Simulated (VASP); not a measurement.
# MgO (I4mm) in VASP: a series of runs

The runs below take MgO through single point, with PBEsol.

All numbers are computed with VASP 6.6.1; they aren't measurements. Logs are shortened: lines on timing, memory, paths and dates and some standing lists are left out, and cuts for length are marked.

**1. The cell of the first run**

Symmetry: I4mm, No. 107, tetragonal system. The conventional cell has a = 2.931 Å, b = 2.931 Å, c = 4.145 Å, α = 90.00°, β = 90.00°, γ = 90.00°. Within 2.6 Å of Mg (site symmetry 4mm) lie 6 O at 1.94 to 2.20 Å. Within 2.6 Å of O (site symmetry 4mm) lie 6 Mg at 1.94 to 2.20 Å.

**2. Single point, PBEsol**

Contents of INCAR:

```
SYSTEM = MgO
PREC = Accurate
ENCUT = 520
EDIFF = 1E-6
ISMEAR = 0
SIGMA = 0.05
LREAL = .False.
LASPH = .True.
NELM = 80
ALGO = Normal
ISIF = 2
LWAVE = .False.
LCHARG = .False.
GGA = PS
NBANDS = 11
```

Contents of KPOINTS:

```
regular mesh
0
Gamma
  10 10 10
  0 0 0
```

Contents of POSCAR:

```
MgO
1.0
    0.0000000000      2.0723991115      2.0723991115
    2.0723991115      0.0000000000      2.0723991115
    2.0723991115      2.0723991115      0.0000000000
Mg O
1 1
Direct
    0.0126180202      0.0126180202     -0.0126180202
    0.4808312406      0.4808312406      0.5191687594
```

Potentials or basis: VASP PAW PBE potentials, release 64 (Mg, O).

Command:

```sh
> cat potpaw_PBE.64/Mg/POTCAR potpaw_PBE.64/O/POTCAR > POTCAR
> mpirun -np 1 vasp_std > vasp.out
```

OUTCAR:

```text
SYSTEM = MgO
   PREC = Accurate
   ENCUT = 520
   EDIFF = 1E-6
   ISMEAR = 0
   LREAL = .False.
   LASPH = .True.
   NELM = 80
   ISIF = 2
   GGA = PS

 ion  position               nearest neighbor table
   1  0.013  0.013  0.987-   2 1.94   2 2.08   2 2.08   2 2.08   2 2.08   2 2.20
   2  0.481  0.481  0.519-   1 1.94   1 2.08   1 2.08   1 2.08   1 2.08   1 2.20

  LATTYP: Found a face centered cubic cell.
 ALAT       =     4.1447982230

  Lattice vectors:

 A1 = (   0.0000000000,   2.0723991115,   2.0723991115)
 A2 = (   2.0723991115,   0.0000000000,   2.0723991115)
 A3 = (   2.0723991115,   2.0723991115,   0.0000000000)

Analysis of symmetry for initial positions (statically):
=====================================================================
 Subroutine PRICEL returns:
 Original cell was already a primitive cell.

 Routine SETGRP: Setting up the symmetry group for a
 face centered cubic supercell.

 Subroutine GETGRP returns: Found  8 space group operations
 (whereof  8 operations were pure point group operations)
 out of a pool of 48 trial point group operations.

The static configuration has the point symmetry C_4v.

Analysis of symmetry for dynamics (positions and initial velocities):
=====================================================================
 Subroutine PRICEL returns:
 Original cell was already a primitive cell.

 Routine SETGRP: Setting up the symmetry group for a
 face centered cubic supercell.

 Subroutine GETGRP returns: Found  8 space group operations
 (whereof  8 operations were pure point group operations)
 out of a pool of 48 trial point group operations.

The dynamic configuration has the point symmetry C_4v.

 Subroutine INISYM returns: Found  8 space group operations
 (whereof  8 operations are pure point group operations),
 and found     1 'primitive' translations

----------------------------------------------------------------------------------------

                                     Primitive cell

  volume of cell :      17.8012

  direct lattice vectors                    reciprocal lattice vectors
     0.000000000  2.072399111  2.072399111    -0.241266268  0.241266268  0.241266268
     2.072399111  0.000000000  2.072399111     0.241266268 -0.241266268  0.241266268
     2.072399111  2.072399111  0.000000000     0.241266268  0.241266268 -0.241266268

  length of vectors
     2.930814930  2.930814930  2.930814930     0.417885435  0.417885435  0.417885435

  position of ions in fractional coordinates (direct lattice)
     0.012618020  0.012618020  0.987381980
     0.480831241  0.480831241  0.519168759

  ion indices of the primitive-cell ions
   primitive index   ion index
                 1           1
                 2           2

----------------------------------------------------------------------------------------

 KPOINTS: regular mesh

Automatic generation of k-mesh.
 Grid dimensions read from file:
 generate k-points for:   10   10   10

 Generating k-lattice:

  Cartesian coordinates                     Fractional coordinates (reciprocal lattice)
    -0.024126627  0.024126627  0.024126627     0.100000000  0.000000000  0.000000000
     0.024126627 -0.024126627  0.024126627     0.000000000  0.100000000  0.000000000
     0.024126627  0.024126627 -0.024126627     0.000000000  0.000000000  0.100000000

  Length of vectors
     0.041788543  0.041788543  0.041788543

  Shift w.r.t. Gamma in fractional coordinates (k-lattice)
     0.000000000  0.000000000  0.000000000

 Subroutine IBZKPT returns following result:
 ===========================================

 Found    102 irreducible k-points:

 Following reciprocal coordinates:
            Coordinates               Weight
  0.000000  0.000000  0.000000      1.000000
  0.100000  0.000000  0.000000      8.000000
  0.200000  0.000000  0.000000      8.000000
  0.300000  0.000000  0.000000      8.000000
  0.400000  0.000000  0.000000      8.000000
  0.500000  0.000000  0.000000      4.000000
[... 16 lines left out ...]
 -0.100000  0.100000  0.000000      4.000000
  0.000000 -0.100000  0.100000      8.000000
 [... further k-points ...]
   k-points           NKPTS =    102   k-points in BZ     NKDIM =    102   number of bands    NBANDS=     11
   number of dos      NEDOS =    301   number of ions     NIONS =      2
   total plane-waves  NPLWV =  13824
   dimension x,y,z NGX =    24 NGY =   24 NGZ =   24
   dimension x,y,z NGXF=    48 NGYF=   48 NGZF=   48
   ions per type =               1   1
   NGX,Y,Z   is equivalent  to a cutoff of  13.61, 13.61, 13.61 a.u.
   NGXF,Y,Z  is equivalent  to a cutoff of  27.23, 27.23, 27.23 a.u.
 SYSTEM =  MgO
   PREC   = accura    normal or accurate (medium, high low for compatibility)
   ISTART =      0    job   : 0-new  1-cont  2-samecut
   ICHARG =      2    charge: 1-file 2-atom 10-const
   ISPIN  =      1    spin polarized calculation?
   LNONCOLLINEAR =      F non collinear calculations
   LSORBIT =      F    spin-orbit coupling
   LASPH  =      T    aspherical Exc in radial PAW
   ENCUT  =  520.0 eV  38.22 Ry    6.18 a.u.   5.45  5.45  5.45*2*pi/ulx,y,z
   NELM   =     80;   NELMIN=  2; NELMDL= -5     # of ELM steps
   EDIFF  = 0.1E-05   stopping-criterion for ELM
   LREAL  =      F    real-space projection
   EDIFFG = 0.1E-04   stopping-criterion for IOM
   NSW    =      0    number of steps for IOM
   IBRION =     -1    ionic relax: 0-MD 1-quasi-New 2-CG
   NFREE  =      0    steps in history (QN), initial steepest desc. (CG)
   ISIF   =      2    stress and relaxation
   ISYM   =      2    0-nonsym 1-usesym 2-fastsym
   POTIM  = 0.5000    time-step for ionic-motion
   TEBEG  =    0.0;   TEEND  =   0.0 temperature during run
   PSTRESS=    0.0 pullay stress
   NELECT =       8.0000    total number of electrons
   NUPDOWN=      -1.0000    fix difference up-down
   EMIN   =  10.00;   EMAX   =-10.00  energy-range for DOS
   EFERMI =   0.00;   METHOD = LEGACY
   ISMEAR =     0;   SIGMA  =   0.05  broadening in eV -4-tet -1-fermi 0-gaus
   EFERMI_NEDOS =   21; number of points for ismear=-14 and -15
   IALGO  =     38    algorithm
   IMIX   =      4    mixing-type and parameters
     AMIX     =   0.40;   BMIX     =  1.00
     AMIX_MAG =   1.60;   BMIX_MAG =  1.00
  volume/ion in A,a.u.               =       8.90        60.06
  Fermi-wavevector in a.u.,A,eV,Ry     =   1.253973  2.369665 21.394449  1.572448
  Thomas-Fermi vector in A             =   2.387800
   LORBIT       =      0    0 simple, 1 ext, 2 COOP (PROOUT), +10 PAW based schemes
   GGA     = PS    functional components
   LHFCALC =     F    Hartree Fock is set to
   AEXX    =    0.0000 exact exchange contribution
   IVDW    =     0    specifies the selected vdW correction
   LEPSILON=     F    determine dielectric tensor
   LRPA    =     F    only Hartree local field effects (RPA)
 non-spin polarized calculation
 Gauss-broadening in eV      SIGMA  =   0.05
  energy-cutoff  :      520.00
  volume of cell :       17.80
 maximum number of plane-waves:       531
 NGX is ok and might be reduce to    24
   NGX = 11   NGY = 11   NGZ = 11

 number of electron       7.9999999 magnetization

 Free energy of the ion-electron system (eV)
  ---------------------------------------------------
  ext. energy  EPLUGINS =         0.00000000
  ---------------------------------------------------
  free energy    TOTEN  =       -12.42797851 eV

  energy without entropy =      -12.42797851  energy(sigma->0) =      -12.42797851

 E-fermi :   3.6188     XC(G=0): -11.5394

 val. band max:        3.4196833162   @ k =   0.0000   0.0000   0.0000
 cond. band min:       8.5278766859   @ k =   0.0000   0.0000   0.0000
 fundamental gap:      5.1081933697
 Fermi energy:         3.6187763107

 k-point     1 :       0.0000    0.0000    0.0000
  band No.  band energies     occupation
      1     -14.0325      2.00000
      2       3.3976      2.00000
      3       3.4197      2.00000
      4       3.4197      2.00000
      5       8.5279      0.00000
      6      19.3702      0.00000
      7      19.4145      0.00000
      8      19.4145      0.00000
      9      23.2670      0.00000
     10      25.2643      0.00000
     11      25.3228      0.00000

 k-point     2 :       0.1000    0.0000    0.0000
  band No.  band energies     occupation
      1     -13.9154      2.00000
      2       2.7359      2.00000
      3       3.3411      2.00000
      4       3.3470      2.00000
      5       9.1545      0.00000
      6      18.0830      0.00000
      7      19.6468      0.00000
      8      19.6658      0.00000
      9      24.6021      0.00000
     10      24.6314      0.00000
     11      25.1083      0.00000

 k-point     3 :       0.2000    0.0000    0.0000
  band No.  band energies     occupation
      1     -13.5939      2.00000
      2       1.3586      2.00000
      3       3.1567      2.00000
      4       3.1630      2.00000
      5      10.3409      0.00000
      6      16.5647      0.00000
      7      20.1589      0.00000
      8      20.1877      0.00000
      9      23.9441      0.00000
     10      24.0277      0.00000
     11      26.3582      0.00000

 k-point     4 :       0.3000    0.0000    0.0000
  band No.  band energies     occupation
      1     -13.1563      2.00000
      2      -0.0405      2.00000
      3       2.9401      2.00000
      4       2.9469      2.00000
      5      11.2098      0.00000
      6      15.9679      0.00000
      7      20.3615      0.00000
      8      20.3668      0.00000
      9      24.4015      0.00000
     10      24.4548      0.00000
     11      25.7907      0.00000

 k-point     5 :       0.4000    0.0000    0.0000
  band No.  band energies     occupation
      1     -12.7602      2.00000
      2      -1.0747      2.00000
      3       2.7730      2.00000
      4       2.7801      2.00000
      5      11.4710      0.00000
      6      16.1808      0.00000
      7      20.1907      0.00000
      8      20.2354      0.00000
      9      25.0585      0.00000
     10      25.7069      0.00000
     11      25.8404      0.00000
[... 211 lines left out ...]
 k-point    21 :      -0.2000    0.1000    0.0000
  band No.  band energies     occupation
      1     -13.3729      2.00000
      2       0.7876      2.00000
      3       2.7172      2.00000
      4       3.1155      2.00000
      5      11.1047      0.00000
      6      15.9295      0.00000
      7      19.8700      0.00000
      8      20.7195      0.00000
      9      22.7189      0.00000
     10      24.8357      0.00000
     11      27.5517      0.00000

 k-point    22 :       0.0000   -0.2000    0.1000
  band No.  band energies     occupation
      1     -13.3726      2.00000
      2       0.7988      2.00000
      3       2.7087      2.00000
      4       3.1090      2.00000
      5      11.0845      0.00000
      6      15.9702      0.00000
      7      19.7810      0.00000
      8      20.8071      0.00000
      9      22.8260      0.00000
     10      24.8216      0.00000
     11      27.3610      0.00000

 k-point    23 :      -0.1000    0.1000    0.0000
  band No.  band energies     occupation
      1     -13.7316      2.00000
      2       1.9846      2.00000
      3       3.0652      2.00000
      4       3.2914      2.00000
      5       9.9657      0.00000
      6      16.9577      0.00000
      7      19.8874      0.00000
      8      20.0739      0.00000
      9      23.3083      0.00000
     10      24.7498      0.00000
     11      26.8470      0.00000

 k-point    24 :       0.0000   -0.1000    0.1000
  band No.  band energies     occupation
      1     -13.7315      2.00000
      2       1.9942      2.00000
      3       3.0618      2.00000
      4       3.2857      2.00000
      5       9.9513      0.00000
      6      16.9803      0.00000
      7      19.8595      0.00000
      8      20.0939      0.00000
      9      23.4148      0.00000
     10      24.7426      0.00000
     11      26.7149      0.00000

 [... further k-points ...]

------------------------ aborting loop because EDIFF is reached ----------------------------------------

  FORCE on cell =-STRESS in cart. coord.  units (eV):
  Direction    XX          YY          ZZ          XY          YZ          ZX
  --------------------------------------------------------------------------------------
  -------------------------------------------------------------------------------------
  Total        0.8697796      0.8697796      1.7354679      0.0000000      0.0000000      0.0000000
  in kB       78.2833921     78.2833921    156.1985452      0.0000000      0.0000000      0.0000000
  external PRESSURE =     104.2551098 kB  Pullay stress =       0.0000000 kB

 VOLUME and BASIS-vectors are now :
 -----------------------------------------------------------------------------
  energy-cutoff  :      520.00
  volume of cell :       17.80
      direct lattice vectors                 reciprocal lattice vectors
     0.000000000  2.072399111  2.072399111    -0.241266268  0.241266268  0.241266268
     2.072399111  0.000000000  2.072399111     0.241266268 -0.241266268  0.241266268
     2.072399111  2.072399111  0.000000000     0.241266268  0.241266268 -0.241266268

 POSITION                                       TOTAL-FORCE (eV/Angst)
 -----------------------------------------------------------------------------------
      2.07240      2.07240      0.05230         0.000000      0.000000     -0.998980
      2.07240      2.07240      1.99295         0.000000      0.000000      0.998980
 -----------------------------------------------------------------------------------
    total drift:                                0.000000      0.000000      0.000545

  FREE ENERGIE OF THE ION-ELECTRON SYSTEM (eV)
  ---------------------------------------------------
  free  energy   TOTEN  =       -12.4279785123 eV

  energy  without entropy=      -12.4279785123  energy(sigma->0) =      -12.42797851
```

It took 6.3 s on 1 thread of Intel Xeon 6975P-C (Granite Rapids), shared host; peak memory 0.15 GiB.

What came out:

| Property | Result |
| --- | --- |
| Free energy | -12.4280 eV |
| Pressure | 10.4 GPa |
| Largest force | 0.999 eV/Å |
| Band gap on the k mesh | 5.11 eV, direct |

Forces in eV/Å, atoms in the order of the input:
```
Mg   0.000  0.000 -0.999
O    0.000  0.000  0.999
```

Stress tensor (GPa, compression positive):
```
 7.83  0.00  0.00
 0.00  7.83  0.00
 0.00  0.00 15.62
```

Caveat: the PAW data sets were made with another functional, which shifts forces and pressure a little.

(Continued in part 2 of 2.)
